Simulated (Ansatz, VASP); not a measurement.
## Two plane-wave programs on MnS

```
CELL_PARAMETERS angstrom
0.00000 2.61225 2.61225
2.61225 0.00000 2.61225
2.61225 2.61225 0.00000
ATOMIC_POSITIONS crystal
Mn 0.00000 0.00000 0.00000
S 0.50000 0.50000 0.50000
```

Alike in both runs: task single point; functional LDA; k mesh 6 × 6 × 6; occupations gaussian, width 0.05 eV; non-collinear spin, spin-orbit coupling.

|  | VASP | Ansatz |
| --- | --- | --- |
| version | VASP 6.6.1 | Ansatz 0.2.0 |
| potentials or method | VASP PAW LDA potentials, release 64 (Mn_pv, S), cutoff 500 eV | plane waves, PAW |
| valence electrons in the cell | 19 | 21 |

|  | VASP | Ansatz | Ansatz less VASP |
| --- | --- | --- | --- |
| pressure (GPa) | -13.5 | -12.2 | +1.22 |
| net moment per atom (μB) | 2.23 | 2.28 | +0.053 |

LDA's correlation is that of Perdew and Zunger in VASP and of Perdew and Wang (1992) in Ansatz. VASP's potentials hold 19 valence electrons a cell and Ansatz's 21, so a difference there can come from the potentials and not from the codes. Ansatz's warnings: specified occupation not kept, stress scf threshold loose, symmetry narrowed by occupation matrices.
